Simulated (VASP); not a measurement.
The system is Be2Br3.

```
Be Br
1.0
     3.35895   -1.94260    0.00000
     3.35895    1.94260    0.00000
    -0.04019    0.00000    9.03168
Be Br
2 3
Cartesian
  -0.0243 0.0000 6.0264
  -0.0089 0.0000 2.5259
  2.2289 0.0000 1.2526
  4.4464 0.0000 7.4572
  4.4745 0.0000 4.1883
```

```yaml
Program: VASP 6.6.1
Task: relaxation of cell and atoms
Functional: PBE
Potentials_or_basis: VASP PAW PBE potentials, release 64 (Be, Br)
Cutoff: 600 eV
k_mesh: 6 × 6 × 2
Occupations: gaussian, width 0.1 eV
Spin: no spin polarisation
```

At the start: pressure -4.8 GPa; volume 23.57 Å³/atom.

Where does the relaxation end?

Over 26 steps the energy falls by 220.1 meV/atom and the volume is 21.85 Å³/atom (-7.3 %); space group Cm (No. 8, to 0.05 Å).

Step by step:
```
step  energy change (eV)  largest force (eV/Å)  pressure (GPa)  volume (Å³)
   1              0.0000                0.9498           -4.82       117.87
   2             -0.6555                0.7080           -2.79       106.05
   3             -0.8865                0.4234            0.36        98.23
   4             -0.8977                0.6109            1.88        95.63
   5             -0.8987                0.5696            1.52        96.19
   6             -0.9712                0.5041            0.71        97.83
   7             -0.9884                0.4573            0.23        99.07
   8             -1.0379                0.3254           -0.02       100.56
   9             -1.0636                0.3385           -0.22       102.51
  10             -1.0755                0.1302            0.42       102.21
  11             -1.0768                0.1023            0.69       102.09
  12             -1.0848                0.0724            0.18       104.08
  13             -1.0855                0.1224           -0.02       105.01
  14             -1.0872                0.0942           -0.06       105.36
  15             -1.0906                0.0852           -0.16       106.43
  16             -1.0892                0.1926           -0.30       108.57
  17             -1.0913                0.1282           -0.22       107.24
  18             -1.0926                0.1274           -0.10       107.18
  19             -1.0948                0.1231            0.22       107.00
  20             -1.0949                0.1224            0.34       106.94
  21             -1.0962                0.0968            0.27       107.25
  22             -1.0986                0.0606            0.08       108.18
  23             -1.0963                0.1783           -0.26       110.04
  24             -1.0989                0.0615           -0.01       108.65
  25             -1.0997                0.0513           -0.03       108.85
  26             -1.1003                0.0297           -0.08       109.26
```

Final structure:
```
CELL_PARAMETERS angstrom
3.03256 -1.74917 -0.00798
3.03256 1.74917 -0.00798
-0.06144 0.00000 10.29880
ATOMIC_POSITIONS crystal
Be 0.99725 0.99725 0.67188
Be 0.99834 0.99834 0.30180
Br 0.33421 0.33421 0.17162
Br 0.66685 0.66685 0.78575
Br 0.67235 0.67235 0.44395
```

Caveat: this functional lacks dispersion, which binds the layers, so the pressure and a relaxed spacing across them are unreliable; an odd number of electrons without spin polarisation forces a metal; a magnetic or distorted state may lie lower.
